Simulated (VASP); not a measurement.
Here is a VASP 6.6.1 calculation.

INCAR

```
PREC = Accurate
ENCUT = 520
EDIFF = 1E-7
ISMEAR = -1
SIGMA = 0.03
LREAL = F
LASPH = T
NELM = 100
ALGO = Normal
ISIF = 2
LWAVE = F
LCHARG = F
NBANDS = 14
```

File KPOINTS:

```
regular mesh
0
Gamma
  16 16 16
```

The input POSCAR:

```
Rh
1.0
    0.0000000000      1.9015500000      1.9015500000
    1.9015500000      0.0000000000      1.9015500000
    1.9015500000      1.9015500000      0.0000000000
Rh
1
Direct
    0.0000000000      0.0000000000      0.0000000000
```

Potentials or basis: VASP PAW LDA potentials, release 64 (Rh_pv).

Command:

```console
$ cat potpaw_LDA.64/Rh_pv/POTCAR > POTCAR
$ mpirun -np 1 vasp_std > vasp.out
```

Task: What does it give for the pressure?

Result: -10.4 GPa.
